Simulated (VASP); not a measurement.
# Si (a cell with a defect) in VASP: relaxation of the atoms with PBE

Aim: the relaxation of the atoms of Si (a cell with a defect) with PBE.

Program: VASP 6.6.1. These are calculated values, not measurements. Logs are shortened: lines on timing, memory, paths and dates and some standing lists are left out, and cuts for length are marked.

**1. The cell of the first run**

The cell holds a defect, 17 atoms: a = 7.679 Å, b = 7.679 Å, c = 7.679 Å, α = 60.00°, β = 60.00°, γ = 60.00°.

**2. Relaxation of the atoms, PBE**

INCAR

```
SYSTEM = Si
  PREC = Accurate
  ENCUT = 520
  EDIFF = 1E-7
  ISMEAR = 0
  SIGMA = 0.02
  LREAL = Auto
  LASPH = .True.
  NELM = 60
  ALGO = Normal
  ISIF = 2
  LWAVE = .False.
  LCHARG = .False.
  GGA = PE
  IBRION = 2
  NSW = 80
  EDIFFG = -0.03
```

KPOINTS

```
regular mesh
0
Gamma
  2 2 2
  0 0 0
```

POSCAR

```
Si
1.0
    0.0000000000      5.4300000000      5.4300000000
    5.4300000000      0.0000000000      5.4300000000
    5.4300000000      5.4300000000      0.0000000000
Si
17
Direct
    0.0000000000      0.0000000000      0.0000000000
    0.1250000000      0.1250000000      0.1250000000
    0.0000000000      0.0000000000      0.5000000000
    0.1250000000      0.1250000000      0.6250000000
    0.0000000000      0.5000000000      0.0000000000
    0.1250000000      0.6250000000      0.1250000000
    0.0000000000      0.5000000000      0.5000000000
    0.1250000000      0.6250000000      0.6250000000
    0.5000000000      0.0000000000      0.0000000000
    0.6250000000      0.1250000000      0.1250000000
    0.5000000000      0.0000000000      0.5000000000
    0.6250000000      0.1250000000      0.6250000000
    0.5000000000      0.5000000000      0.0000000000
    0.6250000000      0.6250000000      0.1250000000
    0.5000000000      0.5000000000      0.5000000000
    0.6250000000      0.6250000000      0.6250000000
    0.8133626000      0.3089762000      0.0727753000
```

Potentials or basis: VASP PAW PBE potentials, release 64 (Si).

The run is started by

```
$ cat potpaw_PBE.64/Si/POTCAR > POTCAR
$ mpirun -np 1 vasp_std > vasp.out
```

OUTCAR:

```text
SYSTEM = Si
   PREC = Accurate
   ENCUT = 520
   EDIFF = 1E-7
   ISMEAR = 0
   LREAL = Auto
   LASPH = .True.
   NELM = 60
   ISIF = 2
   GGA = PE
   IBRION = 2
   NSW = 80
   EDIFFG = -0.03

 ion  position               nearest neighbor table
   1  0.000  0.000  0.000-  17 2.26   4 2.35   6 2.35  10 2.35   2 2.35
   2  0.125  0.125  0.125-  17 2.21   3 2.35   5 2.35   9 2.35   1 2.35
   3  0.000  0.000  0.500-   2 2.35   4 2.35   8 2.35  12 2.35
   4  0.125  0.125  0.625-   1 2.35   3 2.35   7 2.35  11 2.35
   5  0.000  0.500  0.000-  17 2.24   6 2.35   8 2.35  14 2.35   2 2.35
   6  0.125  0.625  0.125-   1 2.35   5 2.35   7 2.35  13 2.35
   7  0.000  0.500  0.500-   4 2.35   6 2.35   8 2.35  16 2.35
   8  0.125  0.625  0.625-   3 2.35   5 2.35   7 2.35  15 2.35
   9  0.500  0.000  0.000-   2 2.35  10 2.35  12 2.35  14 2.35
  10  0.625  0.125  0.125-  17 2.27   9 2.35  11 2.35  13 2.35   1 2.35
  11  0.500  0.000  0.500-   4 2.35  10 2.35  12 2.35  16 2.35
  12  0.625  0.125  0.625-   3 2.35   9 2.35  11 2.35  15 2.35
  13  0.500  0.500  0.000-  17 2.29  10 2.35  14 2.35  16 2.35   6 2.35
  14  0.625  0.625  0.125-  17 2.24   9 2.35  13 2.35  15 2.35   5 2.35
  15  0.500  0.500  0.500-   8 2.35  12 2.35  14 2.35  16 2.35
  16  0.625  0.625  0.625-   7 2.35  11 2.35  13 2.35  15 2.35
  17  0.813  0.309  0.073-   2 2.21   5 2.24  14 2.24   1 2.26  10 2.27  13 2.29

  LATTYP: Found a face centered cubic cell.
 ALAT       =    10.8600000000

  Lattice vectors:

 A1 = (   0.0000000000,   5.4300000000,   5.4300000000)
 A2 = (   5.4300000000,   0.0000000000,   5.4300000000)
 A3 = (   5.4300000000,   5.4300000000,   0.0000000000)

Analysis of symmetry for initial positions (statically):
=====================================================================
 Subroutine PRICEL returns:
 Original cell was already a primitive cell.

 Routine SETGRP: Setting up the symmetry group for a
 face centered cubic supercell.

 Subroutine GETGRP returns: Found  1 space group operations
 (whereof  1 operations were pure point group operations)
 out of a pool of 48 trial point group operations.

The static configuration has the point symmetry C_1 .

Analysis of symmetry for dynamics (positions and initial velocities):
=====================================================================
 Subroutine PRICEL returns:
 Original cell was already a primitive cell.

 Routine SETGRP: Setting up the symmetry group for a
 face centered cubic supercell.

 Subroutine GETGRP returns: Found  1 space group operations
 (whereof  1 operations were pure point group operations)
 out of a pool of 48 trial point group operations.

The dynamic configuration has the point symmetry C_1 .

 Subroutine INISYM returns: Found  1 space group operations
 (whereof  1 operations are pure point group operations),
 and found     1 'primitive' translations

----------------------------------------------------------------------------------------

                                     Primitive cell

  volume of cell :     320.2060

  direct lattice vectors                    reciprocal lattice vectors
     0.000000000  5.430000000  5.430000000    -0.092081031  0.092081031  0.092081031
     5.430000000  0.000000000  5.430000000     0.092081031 -0.092081031  0.092081031
     5.430000000  5.430000000  0.000000000     0.092081031  0.092081031 -0.092081031

  length of vectors
     7.679179644  7.679179644  7.679179644     0.159489025  0.159489025  0.159489025

  position of ions in fractional coordinates (direct lattice)
     0.000000000  0.000000000  0.000000000
     0.125000000  0.125000000  0.125000000
     0.000000000  0.000000000  0.500000000
     0.125000000  0.125000000  0.625000000
     0.000000000  0.500000000  0.000000000
     0.125000000  0.625000000  0.125000000
[... 9 lines left out ...]
     0.625000000  0.625000000  0.625000000
     0.813362600  0.308976200  0.072775300

  ion indices of the primitive-cell ions
   primitive index   ion index
                 1           1
                 2           2
                 3           3
                 4           4
                 5           5
                 6           6
[... 9 lines left out ...]
                16          16
                17          17

----------------------------------------------------------------------------------------

 KPOINTS: regular mesh

Automatic generation of k-mesh.
 Grid dimensions read from file:
 generate k-points for:    2    2    2

 Generating k-lattice:

  Cartesian coordinates                     Fractional coordinates (reciprocal lattice)
    -0.046040516  0.046040516  0.046040516     0.500000000  0.000000000  0.000000000
     0.046040516 -0.046040516  0.046040516     0.000000000  0.500000000  0.000000000
     0.046040516  0.046040516 -0.046040516     0.000000000  0.000000000  0.500000000

  Length of vectors
     0.079744512  0.079744512  0.079744512

  Shift w.r.t. Gamma in fractional coordinates (k-lattice)
     0.000000000  0.000000000  0.000000000

 Subroutine IBZKPT returns following result:
 ===========================================

 Found      8 irreducible k-points:

 Following reciprocal coordinates:
            Coordinates               Weight
  0.000000  0.000000  0.000000      1.000000
  0.500000  0.000000  0.000000      1.000000
  0.000000  0.500000  0.000000      1.000000
  0.000000  0.000000  0.500000      1.000000
  0.500000  0.500000  0.500000      1.000000
  0.500000  0.500000  0.000000      1.000000
  0.000000  0.500000  0.500000      1.000000
  0.500000  0.000000  0.500000      1.000000
   k-points           NKPTS =      8   k-points in BZ     NKDIM =      8   number of bands    NBANDS=     43
   number of dos      NEDOS =    301   number of ions     NIONS =     17
   total plane-waves  NPLWV = 216000
   dimension x,y,z NGX =    60 NGY =   60 NGZ =   60
   dimension x,y,z NGXF=   120 NGYF=  120 NGZF=  120
   ions per type =              17
   NGX,Y,Z   is equivalent  to a cutoff of  12.99, 12.99, 12.99 a.u.
   NGXF,Y,Z  is equivalent  to a cutoff of  25.98, 25.98, 25.98 a.u.
 SYSTEM =  Si
   PREC   = accura    normal or accurate (medium, high low for compatibility)
   ISTART =      0    job   : 0-new  1-cont  2-samecut
   ICHARG =      2    charge: 1-file 2-atom 10-const
   ISPIN  =      1    spin polarized calculation?
   LNONCOLLINEAR =      F non collinear calculations
   LSORBIT =      F    spin-orbit coupling
   LASPH  =      T    aspherical Exc in radial PAW
   ENCUT  =  520.0 eV  38.22 Ry    6.18 a.u.  14.28 14.28 14.28*2*pi/ulx,y,z
   NELM   =     60;   NELMIN=  2; NELMDL= -5     # of ELM steps
   EDIFF  = 0.1E-06   stopping-criterion for ELM
   LREAL  =      T    real-space projection
   EDIFFG = -.3E-01   stopping-criterion for IOM
   NSW    =     80    number of steps for IOM
   IBRION =      2    ionic relax: 0-MD 1-quasi-New 2-CG
   NFREE  =      1    steps in history (QN), initial steepest desc. (CG)
   ISIF   =      2    stress and relaxation
   ISYM   =      2    0-nonsym 1-usesym 2-fastsym
   POTIM  = 0.5000    time-step for ionic-motion
   TEBEG  =    0.0;   TEEND  =   0.0 temperature during run
   PSTRESS=    0.0 pullay stress
   NELECT =      68.0000    total number of electrons
   NUPDOWN=      -1.0000    fix difference up-down
   EMIN   =  10.00;   EMAX   =-10.00  energy-range for DOS
   EFERMI =   0.00;   METHOD = LEGACY
   ISMEAR =     0;   SIGMA  =   0.02  broadening in eV -4-tet -1-fermi 0-gaus
   EFERMI_NEDOS =   21; number of points for ismear=-14 and -15
   IALGO  =     38    algorithm
   IMIX   =      4    mixing-type and parameters
     AMIX     =   0.40;   BMIX     =  1.00
     AMIX_MAG =   1.60;   BMIX_MAG =  1.00
  volume/ion in A,a.u.               =      18.84       127.11
  Fermi-wavevector in a.u.,A,eV,Ry     =   0.976715  1.845724 12.979587  0.953973
  Thomas-Fermi vector in A             =   2.107356
   LORBIT       =      0    0 simple, 1 ext, 2 COOP (PROOUT), +10 PAW based schemes
   GGA     = PE    functional components
   LHFCALC =     F    Hartree Fock is set to
   AEXX    =    0.0000 exact exchange contribution
   IVDW    =     0    specifies the selected vdW correction
   LEPSILON=     F    determine dielectric tensor
   LRPA    =     F    only Hartree local field effects (RPA)
 conjugate gradient relaxation of ions
 non-spin polarized calculation
 Gauss-broadening in eV      SIGMA  =   0.02
  energy-cutoff  :      520.00
  volume of cell :      320.21
 maximum number of plane-waves:      8646
 NGX is ok and might be reduce to    60
   NGX = 29   NGY = 29   NGZ = 29

--------------------------------------- Ionic step        1  -------------------------------------------

 number of electron      68.0000003 magnetization

 Free energy of the ion-electron system (eV)
  ---------------------------------------------------
  ext. energy  EPLUGINS =         0.00000000
  ---------------------------------------------------
  free energy    TOTEN  =       -86.72073871 eV

  energy without entropy =      -86.71699131  energy(sigma->0) =      -86.71886501

------------------------ aborting loop because EDIFF is reached ----------------------------------------

  FORCE on cell =-STRESS in cart. coord.  units (eV):
  Direction    XX          YY          ZZ          XY          YZ          ZX
  --------------------------------------------------------------------------------------
  -------------------------------------------------------------------------------------
  Total       15.1698638     15.0432218     15.3115434     -4.1983346      4.2173249      4.2717681
  in kB       75.9036710     75.2700070     76.6125762    -21.0067151     21.1017348     21.3741459
  external PRESSURE =      75.9287514 kB  Pullay stress =       0.0000000 kB
[... 134 lines left out ...]
  FREE ENERGIE OF THE ION-ELECTRON SYSTEM (eV)
  ---------------------------------------------------
  free  energy   TOTEN  =       -87.4148733336 eV

  energy  without entropy=      -87.4120590853  energy(sigma->0) =      -87.41346621

[... ionic steps 4 to 53 ...]

--------------------------------------- Ionic step       54  -------------------------------------------

 number of electron      68.0000000 magnetization

------------------------ aborting loop because EDIFF is reached ----------------------------------------

  FORCE on cell =-STRESS in cart. coord.  units (eV):
  Direction    XX          YY          ZZ          XY          YZ          ZX
  --------------------------------------------------------------------------------------
  -------------------------------------------------------------------------------------
  Total        8.7394333      8.4739157      8.8317142     -0.8793864      0.9160805      1.1455467
  in kB       43.7284787     42.3999394     44.1902141     -4.4000827      4.5836847      5.7318380
  external PRESSURE =      43.4395441 kB  Pullay stress =       0.0000000 kB
[... 87 lines left out ...]
  energy  without entropy=      -87.7074991408  energy(sigma->0) =      -87.70941363

--------------------------------------- Ionic step       56  -------------------------------------------

 number of electron      68.0000000 magnetization

 Free energy of the ion-electron system (eV)
  ---------------------------------------------------
  ext. energy  EPLUGINS =         0.00000000
  ---------------------------------------------------
  free energy    TOTEN  =       -87.71152573 eV

  energy without entropy =      -87.70769542  energy(sigma->0) =      -87.70961058

 E-fermi :   6.8011     XC(G=0):  -9.6956

 val. band max:        6.7399161187   @ k =   0.0000   0.0000   0.0000
 cond. band min:       6.8050213056   @ k =   0.5000   0.0000   0.5000
 fundamental gap:      0.0651051869
 Fermi energy:         6.8011290962

 k-point     1 :       0.0000    0.0000    0.0000
  band No.  band energies     occupation
      1      -6.2344      2.00000
      2      -3.8649      2.00000
      3      -3.5883      2.00000
      4      -3.5871      2.00000
      5      -3.4099      2.00000
      6      -2.7507      2.00000
[... 401 lines left out ...]
  FREE ENERGIE OF THE ION-ELECTRON SYSTEM (eV)
  ---------------------------------------------------
  free  energy   TOTEN  =       -87.7115257288 eV

  energy  without entropy=      -87.7076954237  energy(sigma->0) =      -87.70961058

 reached required accuracy - stopping structural energy minimisation
```

It took 1.6 h on 1 thread of Intel Xeon Platinum 8488C (Sapphire Rapids), shared host; peak memory 0.52 GiB.

What came out:

```
Free energy                  : -87.7115 eV
Energy gained by relaxing    : 58.3 meV/atom
Ionic steps                  : 56
Pressure after relaxing      : 4.4 GPa
Largest force after relaxing : 0.026 eV/Å
Band gap on the k mesh       : zero (bands 34 and 35 overlap by 0.10 eV)
```

Forces on the atoms (eV/Å):
```
Si  -0.016  0.003 -0.007
Si   0.003 -0.022 -0.001
Si  -0.004 -0.001  0.006
Si   0.001  0.003  0.003
Si   0.008  0.003  0.018
Si   0.007  0.025 -0.002
Si  -0.004 -0.006 -0.001
Si  -0.004 -0.002 -0.001
Si   0.016 -0.005 -0.016
Si  -0.013 -0.001 -0.012
Si   0.006  0.008  0.003
Si   0.002  0.005 -0.001
Si  -0.007  0.008  0.008
Si   0.005  0.005  0.015
Si  -0.003  0.006 -0.005
Si   0.006 -0.007 -0.002
Si  -0.003 -0.020 -0.005
```

Step by step:
```
step  energy change (eV)  largest force (eV/Å)  pressure (GPa)
   1              0.0000                2.4870            7.59
   3             -0.6941                0.7318            6.26
   5             -0.7740                0.4351            6.06
   7             -0.8093                0.3025            5.95
   9             -0.8949                0.2838            5.63
  11             -0.9095                0.4476            5.37
  13             -0.9528                0.1501            4.87
  15             -0.9549                0.0895            4.84
  17             -0.9572                0.0879            4.83
  19             -0.9604                0.0350            4.82
  21             -0.9613                0.0573            4.81
  23             -0.9622                0.0474            4.77
  25             -0.9641                0.0433            4.67
  27             -0.9652                0.0327            4.62
  29             -0.9661                0.0541            4.54
  31             -0.9676                0.0454            4.47
  33             -0.9681                0.0439            4.47
  35             -0.9689                0.0394            4.48
  37             -0.9706                0.1020            4.51
  39             -0.9712                0.0945            4.52
  41             -0.9730                0.0674            4.54
  43             -0.9753                0.0733            4.52
  45             -0.9774                0.2798            4.38
  47             -0.9805                0.1404            4.43
  49             -0.9838                0.1789            4.38
  51             -0.9840                0.1849            4.37
  53             -0.9894                0.0881            4.34
  55             -0.9906                0.0374            4.35
  56             -0.9908                0.0264            4.36
```

Final structure:
```yaml
crystal:
  lattice:
    - [0.00000, 5.43000, 5.43000]
    - [5.43000, 0.00000, 5.43000]
    - [5.43000, 5.43000, 0.00000]
  atoms:
    - { symbol: Si, position: [0.00112, 0.99167, 0.00722] }
    - { symbol: Si, position: [0.16611, 0.10591, 0.12210] }
    - { symbol: Si, position: [0.01738, 0.99310, 0.49644] }
    - { symbol: Si, position: [0.12225, 0.12108, 0.63484] }
    - { symbol: Si, position: [0.00094, 0.50037, 0.00735] }
    - { symbol: Si, position: [0.11570, 0.61697, 0.15057] }
    - { symbol: Si, position: [0.99231, 0.49237, 0.52325] }
    - { symbol: Si, position: [0.12225, 0.62188, 0.63505] }
    - { symbol: Si, position: [0.52446, 0.02257, 0.93099] }
    - { symbol: Si, position: [0.60701, 0.10781, 0.12151] }
    - { symbol: Si, position: [0.49347, 0.99344, 0.49588] }
    - { symbol: Si, position: [0.65016, 0.14997, 0.54997] }
    - { symbol: Si, position: [0.49068, 0.50089, 0.00753] }
    - { symbol: Si, position: [0.60630, 0.66433, 0.12161] }
    - { symbol: Si, position: [0.49342, 0.51728, 0.49597] }
    - { symbol: Si, position: [0.62099, 0.62206, 0.63499] }
    - { symbol: Si, position: [0.78881, 0.28728, 0.13750] }
```

Levels at points of the mesh, in eV from the Fermi level:
```csv
k point,band 31,band 32,band 33,band 34,band 35,band 36,band 37,band 38
"(0.00, 0.00, 0.00)",-1.14,-0.73,-0.73,-0.51,-0.09,-0.06,0.24,0.24
"(0.50, 0.00, 0.00)",-1.40,-1.37,-0.90,-0.17,0.17,0.69,0.90,1.03
"(0.00, 0.50, 0.00)",-1.40,-1.37,-0.89,-0.18,0.17,0.69,0.91,1.03
"(0.00, 0.00, 0.50)",-1.38,-1.33,-1.32,-0.29,0.34,0.37,1.17,1.17
"(0.50, 0.50, 0.50)",-1.40,-1.37,-0.89,-0.19,0.17,0.69,0.91,1.03
"(0.50, 0.50, 0.00)",-1.91,-1.73,-0.81,0.01,0.36,1.27,1.44,1.55
"(0.00, 0.50, 0.50)",-1.91,-1.73,-0.81,0.01,0.36,1.27,1.44,1.55
"(0.50, 0.00, 0.50)",-1.91,-1.73,-0.80,0.00,0.37,1.27,1.44,1.55
```

Caveat: the k points lie up to 0.50 Å⁻¹ apart.

The gap in the log of VASP goes by the Fermi energy; the results here count the filled bands.